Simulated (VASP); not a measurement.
# SiO2 (P4_32_12) in VASP: electric field gradients with PBE

Aim: the electric field gradients of SiO2 with PBE.

All numbers are computed with VASP 6.6.1; they aren't measurements. Logs are shortened: lines on timing, memory, paths and dates and some standing lists are left out, and cuts for length are marked.

**1. The cell of the first run**

The structure is tetragonal, space group P4_32_12 (No. 96). The conventional cell has a = 4.976 Å, b = 4.976 Å, c = 6.901 Å, α = 90.00°, β = 90.00°, γ = 90.00°. Si (site symmetry 2) has 4 O at 1.61 Å within 2.1 Å. Within 2.1 Å of O (site symmetry 1) lie 2 Si at 1.61 Å.

**2. Electric field gradients, PBE**

INCAR

```
SYSTEM = SiO2
ALGO     = Normal         ! electronic algorithm
EDIFF    = 1E-8           ! SCF threshold, eV
ENCUT    = 520            ! plane-wave cutoff, eV
GGA      = PE             ! functional
GGA_COMPAT= .False.      
ISIF     = 2              ! what is computed and relaxed
ISMEAR   = -1             ! smearing method
LASPH    = .True.         ! aspherical terms in the spheres
LCHARG   = .False.        ! write CHGCAR
LEFG     = .True.       
LREAL    = .False.        ! projectors in reciprocal space
LWAVE    = .False.        ! write WAVECAR
NBANDS   = 44             ! bands
NELM     = 120            ! most SCF steps
PREC     = Accurate       ! precision mode
SIGMA    = 0.05           ! smearing width, eV
```

KPOINTS

```
k-points
0
Gamma
  6 6 4
  0 0 0
```

POSCAR

```
SiO2
1.0
    4.9755888200      0.0000000000      0.0000000000
    0.0000000000      4.9755888200      0.0000000000
    0.0000000000      0.0000000000      6.9008894400
Si O
4 8
Direct
    0.8032465600      0.8032465600      0.5000000000
    0.6967534400      0.3032465600      0.2500000000
    0.3032465600      0.6967534400      0.7500000000
    0.1967534400      0.1967534400      0.0000000000
    0.7617576300      0.1103870700      0.4320415600
    0.8896129300      0.2382423700      0.0679584400
    0.1103870700      0.7617576300      0.5679584400
    0.2617576300      0.3896129300      0.8179584400
    0.2382423700      0.8896129300      0.9320415600
    0.7382423700      0.6103870700      0.3179584400
    0.3896129300      0.2617576300      0.1820415600
    0.6103870700      0.7382423700      0.6820415600
```

Potentials or basis: VASP PAW PBE potentials, release 64 (Si, O).

Command:

```
> cat potpaw_PBE.64/Si/POTCAR potpaw_PBE.64/O/POTCAR > POTCAR
> mpirun -np 1 vasp_std > vasp.out
```

OUTCAR:

```text
SYSTEM = SiO2
   EDIFF = 1E-8
   ENCUT = 520
   GGA = PE
   ISIF = 2
   ISMEAR = -1
   LASPH = .True.
   LREAL = .False.
   NELM = 120
   PREC = Accurate

 ion  position               nearest neighbor table
   1  0.803  0.803  0.500-   5 1.61   7 1.61  10 1.61  12 1.61   2 3.07   3 3.07   2 3.07   3 3.07

   2  0.697  0.303  0.250-  10 1.61  11 1.61   5 1.61   6 1.61   1 3.07   4 3.07   1 3.07   4 3.07

   3  0.303  0.697  0.750-   8 1.61  12 1.61   9 1.61   7 1.61   1 3.07   4 3.07   4 3.07   1 3.07

   4  0.197  0.197  0.000-   6 1.61   9 1.61   8 1.61  11 1.61   2 3.07   3 3.07   3 3.07   2 3.07

   5  0.762  0.110  0.432-   1 1.61   2 1.61
   6  0.890  0.238  0.068-   4 1.61   2 1.61
   7  0.110  0.762  0.568-   1 1.61   3 1.61
   8  0.262  0.390  0.818-   3 1.61   4 1.61
   9  0.238  0.890  0.932-   4 1.61   3 1.61
  10  0.738  0.610  0.318-   2 1.61   1 1.61
  11  0.390  0.262  0.182-   2 1.61   4 1.61
  12  0.610  0.738  0.682-   3 1.61   1 1.61

  LATTYP: Found a simple tetragonal cell.
 ALAT       =     4.9755888200
 C/A-ratio  =     1.3869493018

  Lattice vectors:

 A1 = (   4.9755888200,   0.0000000000,   0.0000000000)
 A2 = (   0.0000000000,   4.9755888200,   0.0000000000)
 A3 = (   0.0000000000,   0.0000000000,   6.9008894400)

Analysis of symmetry for initial positions (statically):
=====================================================================
 Subroutine PRICEL returns:
 Original cell was already a primitive cell.

 Routine SETGRP: Setting up the symmetry group for a
 simple tetragonal supercell.

 Subroutine GETGRP returns: Found  8 space group operations
 (whereof  2 operations were pure point group operations)
 out of a pool of 16 trial point group operations.

The static configuration has the point symmetry C_2 .
 The point group associated with its full space group is D_4 .

Analysis of symmetry for dynamics (positions and initial velocities):
=====================================================================
 Subroutine PRICEL returns:
 Original cell was already a primitive cell.

 Routine SETGRP: Setting up the symmetry group for a
 simple tetragonal supercell.

 Subroutine GETGRP returns: Found  8 space group operations
 (whereof  2 operations were pure point group operations)
 out of a pool of 16 trial point group operations.

The dynamic configuration has the point symmetry C_2 .
 The point group associated with its full space group is D_4 .

 Subroutine INISYM returns: Found  8 space group operations
 (whereof  2 operations are pure point group operations),
 and found     1 'primitive' translations

----------------------------------------------------------------------------------------

                                     Primitive cell

  volume of cell :     170.8418

  direct lattice vectors                    reciprocal lattice vectors
     4.975588820  0.000000000  0.000000000     0.200981238  0.000000000  0.000000000
     0.000000000  4.975588820  0.000000000     0.000000000  0.200981238  0.000000000
     0.000000000  0.000000000  6.900889440     0.000000000  0.000000000  0.144908857

  length of vectors
     4.975588820  4.975588820  6.900889440     0.200981238  0.200981238  0.144908857

  position of ions in fractional coordinates (direct lattice)
     0.803246560  0.803246560  0.500000000
     0.696753440  0.303246560  0.250000000
     0.303246560  0.696753440  0.750000000
     0.196753440  0.196753440  0.000000000
     0.761757630  0.110387070  0.432041560
     0.889612930  0.238242370  0.067958440
     0.110387070  0.761757630  0.567958440
     0.261757630  0.389612930  0.817958440
     0.238242370  0.889612930  0.932041560
     0.738242370  0.610387070  0.317958440
     0.389612930  0.261757630  0.182041560
     0.610387070  0.738242370  0.682041560

  ion indices of the primitive-cell ions
[... 107 lines left out ...]
  Fermi-wavevector in a.u.,A,eV,Ry     =   1.180149  2.230158 18.949534  1.392751
  Thomas-Fermi vector in A             =   2.316447
   LORBIT       =      0    0 simple, 1 ext, 2 COOP (PROOUT), +10 PAW based schemes
   GGA     = PE    functional components
   LHFCALC =     F    Hartree Fock is set to
   AEXX    =    0.0000 exact exchange contribution
   IVDW    =     0    specifies the selected vdW correction
   LEPSILON=     F    determine dielectric tensor
   LRPA    =     F    only Hartree local field effects (RPA)
 non-spin polarized calculation
  energy-cutoff  :      520.00
  volume of cell :      170.84
 maximum number of plane-waves:      4630
 NGX is ok and might be reduce to    40
   NGX = 19   NGY = 19   NGZ = 25

 number of electron      63.9999967 magnetization

 Free energy of the ion-electron system (eV)
  ---------------------------------------------------
  ext. energy  EPLUGINS =         0.00000000
  ---------------------------------------------------
  free energy    TOTEN  =       -94.84011075 eV

  energy without entropy =      -94.84011075  energy(sigma->0) =      -94.84011075

 E-fermi :   1.2612     XC(G=0):  -8.4624

 val. band max:        0.1721951231   @ k =   0.0000   0.0000   0.0000
 cond. band min:       5.9031001101   @ k =   0.0000   0.0000   0.0000
 fundamental gap:      5.7309049869
 Fermi energy:         1.2612292704

 k-point     1 :       0.0000    0.0000    0.0000
  band No.  band energies     occupation
      1     -19.2955      2.00000
      2     -18.3881      2.00000
      3     -18.3881      2.00000
      4     -17.2239      2.00000
      5     -17.1782      2.00000
      6     -17.1772      2.00000
[... 1117 lines left out ...]
     43      11.6604      0.00000
     44      11.6610      0.00000

 [... further k-points ...]

------------------------ aborting loop because EDIFF is reached ----------------------------------------

  FORCE on cell =-STRESS in cart. coord.  units (eV):
  Direction    XX          YY          ZZ          XY          YZ          ZX
  --------------------------------------------------------------------------------------
  -------------------------------------------------------------------------------------
  Total        5.1754042      5.1754042      5.3345256      0.0000000      0.0000000     -0.0000000
  in kB       48.5356464     48.5356464     50.0279087      0.0000000      0.0000000     -0.0000000
  external PRESSURE =      49.0330672 kB  Pullay stress =       0.0000000 kB

 VOLUME and BASIS-vectors are now :
 -----------------------------------------------------------------------------
  energy-cutoff  :      520.00
  volume of cell :      170.84
      direct lattice vectors                 reciprocal lattice vectors
     4.975588820  0.000000000  0.000000000     0.200981238  0.000000000  0.000000000
     0.000000000  4.975588820  0.000000000     0.000000000  0.200981238  0.000000000
     0.000000000  0.000000000  6.900889440     0.000000000  0.000000000  0.144908857

 POSITION                                       TOTAL-FORCE (eV/Angst)
 -----------------------------------------------------------------------------------
      3.99662      3.99662      3.45044        -0.025359     -0.025359      0.000000
      3.46676      1.50883      1.72522         0.025359     -0.025359      0.000000
      1.50883      3.46676      5.17567        -0.025359      0.025359     -0.000000
      0.97896      0.97896      0.00000         0.025359      0.025359      0.000000
      3.79019      0.54924      2.98147         0.041884      0.158018      0.220940
      4.42635      1.18540      0.46897        -0.158018     -0.041884     -0.220940
      0.54924      3.79019      3.91942         0.158018      0.041884     -0.220940
      1.30240      1.93855      5.64464         0.041884     -0.158018     -0.220940
      1.18540      4.42635      6.43192        -0.041884     -0.158018      0.220940
      3.67319      3.03704      2.19420        -0.041884      0.158018     -0.220940
      1.93855      1.30240      1.25625        -0.158018      0.041884      0.220940
      3.03704      3.67319      4.70669         0.158018     -0.041884      0.220940
 -----------------------------------------------------------------------------------
    total drift:                                0.000000     -0.000000     -0.000000

  FREE ENERGIE OF THE ION-ELECTRON SYSTEM (eV)
  ---------------------------------------------------
  free  energy   TOTEN  =       -94.8401107516 eV

  energy  without entropy=      -94.8401107516  energy(sigma->0) =      -94.84011075

 Electric field gradients (V/A^2)
---------------------------------------------------------------------
 ion       V_xx      V_yy      V_zz      V_xy      V_xz      V_yz
---------------------------------------------------------------------
   1      -0.468    -0.468     0.937     0.670    -2.821     2.821
   2      -0.468    -0.468     0.937    -0.670    -2.821    -2.821
   3      -0.468    -0.468     0.937    -0.670     2.821     2.821
   4      -0.468    -0.468     0.937     0.670     2.821    -2.821
   5     -47.427    44.505     2.923   -19.443    14.547   -56.533
   6      44.505   -47.427     2.923   -19.443   -56.533    14.547
   7      44.505   -47.427     2.923   -19.443    56.533   -14.547
   8     -47.427    44.505     2.923    19.443   -14.547   -56.533
   9     -47.427    44.505     2.923   -19.443   -14.547    56.533
  10     -47.427    44.505     2.923    19.443    14.547    56.533
  11      44.505   -47.427     2.923    19.443    56.533    14.547
  12      44.505   -47.427     2.923    19.443   -56.533   -14.547
---------------------------------------------------------------------

 Electric field gradients after diagonalization (V/A^2)
 (convention: |V_zz| > |V_xx| > |V_yy|)
----------------------------------------------------------------------
 ion       V_xx      V_yy      V_zz     asymmetry (V_yy - V_xx)/ V_zz
----------------------------------------------------------------------
   1       4.022     0.202    -4.223       0.905
   2       4.022     0.202    -4.223       0.905
   3       4.022     0.202    -4.223       0.905
   4       4.022     0.202    -4.223       0.905
   5     -51.808   -36.480    88.288       0.174
   6     -51.808   -36.480    88.288       0.174
   7     -51.808   -36.480    88.288       0.174
   8     -51.808   -36.480    88.288       0.174
   9     -51.808   -36.480    88.288       0.174
  10     -51.808   -36.480    88.288       0.174
  11     -51.808   -36.480    88.288       0.174
  12     -51.808   -36.480    88.288       0.174
----------------------------------------------------------------------

           NMR quadrupolar parameters

 Cq : quadrupolar parameter    Cq=e*Q*V_zz/h
 eta: asymmetry parameters     (V_yy - V_xx)/ V_zz
 Q  : nuclear electric quadrupole moment in mb (millibarn)
----------------------------------------------------------------------
 ion       Cq(MHz)       eta       Q (mb)
----------------------------------------------------------------------
   1      -0.010       0.905       1.000
   2      -0.010       0.905       1.000
   3      -0.010       0.905       1.000
   4      -0.010       0.905       1.000
   5       0.213       0.174       1.000
   6       0.213       0.174       1.000
   7       0.213       0.174       1.000
   8       0.213       0.174       1.000
   9       0.213       0.174       1.000
  10       0.213       0.174       1.000
  11       0.213       0.174       1.000
  12       0.213       0.174       1.000
----------------------------------------------------------------------
```

Run time: 3 min. Hardware: 1 thread of AMD EPYC 7R13 (Zen 3), shared host; peak memory 0.33 GiB.

Results:

* Free energy: -94.8401 eV
* Pressure: 4.9 GPa
* Largest force: 0.275 eV/Å
* Band gap on the k mesh: 5.73 eV
* Largest electric field gradient by atom: Si -4.2; O +88.3 V/Å²

Forces in eV/Å, atoms in the order of the input:
```
Si  -0.025 -0.025  0.000
Si   0.025 -0.025  0.000
Si  -0.025  0.025  0.000
Si   0.025  0.025  0.000
O    0.042  0.158  0.221
O   -0.158 -0.042 -0.221
O    0.158  0.042 -0.221
O    0.042 -0.158 -0.221
O   -0.042 -0.158  0.221
O   -0.042  0.158 -0.221
O   -0.158  0.042  0.221
O    0.158 -0.042  0.221
```

Levels at points of the mesh, in eV from the valence-band top:
| k point | band 28 | band 29 | band 30 | band 31 | band 32 | band 33 | band 34 | band 35 | band 36 | band 37 |
| --- | --- | --- | --- | --- | --- | --- | --- | --- | --- | --- |
| (0.00, 0.00, 0.00) | -1.27 | -0.68 | -0.31 | -0.31 | 0.00 | 5.73 | 8.83 | 8.83 | 9.31 | 9.31 |
| (0.50, 0.00, 0.00) | -1.00 | -0.65 | -0.65 | -0.49 | -0.49 | 7.78 | 7.78 | 9.27 | 9.27 | 9.83 |
| (0.50, 0.50, 0.00) | -1.31 | -0.59 | -0.59 | -0.53 | -0.53 | 8.73 | 8.73 | 8.85 | 8.85 | 9.78 |
| (0.00, 0.00, 0.50) | -0.85 | -0.54 | -0.54 | -0.39 | -0.39 | 7.00 | 7.00 | 9.42 | 9.42 | 9.73 |
| (0.50, 0.00, 0.50) | -1.00 | -0.92 | -0.92 | -0.18 | -0.18 | 8.10 | 8.10 | 9.02 | 9.02 | 9.38 |
| (0.50, 0.50, 0.50) | -1.34 | -0.61 | -0.61 | -0.61 | -0.61 | 9.24 | 9.24 | 9.24 | 9.24 | 9.88 |

Electric field gradients, principal values (V/Å²):
```csv
atom,least,middle,greatest (by size)
1 Si,0.202,4.022,-4.223
2 Si,0.202,4.022,-4.223
3 Si,0.202,4.022,-4.223
4 Si,0.202,4.022,-4.223
5 O,-36.480,-51.808,88.288
6 O,-36.480,-51.808,88.288
7 O,-36.480,-51.808,88.288
8 O,-36.480,-51.808,88.288
9 O,-36.480,-51.808,88.288
10 O,-36.480,-51.808,88.288
11 O,-36.480,-51.808,88.288
12 O,-36.480,-51.808,88.288
```

Caveat: the cell stands under pressure; without QUAD_EFG the Cq values of the log hold for a quadrupole moment of 1 mb, not for the nuclei. A k mesh can miss the band edges.
